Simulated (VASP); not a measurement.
Set up this calculation in VASP 6.6.1, as the native input.

```
Task                   : single point
Functional             : PBEsol
Potentials or basis    : VASP PAW PBE potentials, release 64 (Hf_pv, N)
Cutoff                 : 520 eV
k mesh                 : 14 × 14 × 10
Occupations            : gaussian, width 0.15 eV
Spin                   : no spin polarisation
Dipole correction      : no
Further INCAR settings : ALGO = Normal; EDIFF = 1e-06; NBANDS = 23
```

The structure of HfN lies in POSCAR:

```
HfN
1.0
    0.0000000000     -2.2508000098     -2.2508000098
    0.0000000000      2.2508000098     -2.2508000098
    4.5016000196      0.0000000000      0.0000000000
Hf N
2 2
Direct
    0.5135796942      0.4864203058      0.5000000000
   -0.0135796942      0.0135796942      0.0000000000
    0.4773568679      0.5226431321      0.0000000000
    0.0226431321     -0.0226431321      0.5000000000
```

This cell differs from its parent crystal: mode 4 frozen in at -0.064 Å and mode 11 at +0.067 Å (largest displacements).

One way to write it, as run:

INCAR

```
SYSTEM = HfN
ALGO = Normal ; EDIFF = 1E-6
ENCUT = 520 ; GGA = PS
ISIF = 2 ; ISMEAR = 0
LASPH = .True. ; LCHARG = .False.
LREAL = .False. ; LWAVE = .False.
NBANDS = 23 ; NELM = 80
PREC = Accurate ; SIGMA = 0.15
```

KPOINTS

```
k-points
0
Gamma
  14 14 10
  0 0 0
```

Potentials or basis: VASP PAW PBE potentials, release 64 (Hf_pv, N).

Run with:

```console
$ cat potpaw_PBE.64/Hf_pv/POTCAR potpaw_PBE.64/N/POTCAR > POTCAR
$ mpirun -np 1 vasp_std > vasp.out
```

It gave:

- Pressure: -1.8 GPa
- Largest force: 0.948 eV/Å
- Band gap on the k mesh: zero (band 15 reaches 11.58 eV, above the bottom of band 16 at 5.32 eV)

Caveat: the cell differs from its parent crystal (mode 4 frozen in at -0.064 Å and mode 11 at +0.067 Å (largest displacements)); the PAW data sets were made with another functional, which shifts forces and pressure a little; spin-orbit coupling is left out, which moves the levels of the heavy elements.

Wall time 83 s on 1 thread of Intel(R) Xeon(R) 6975P-C (Granite Rapids) (shared host), peak memory 0.4 GiB.
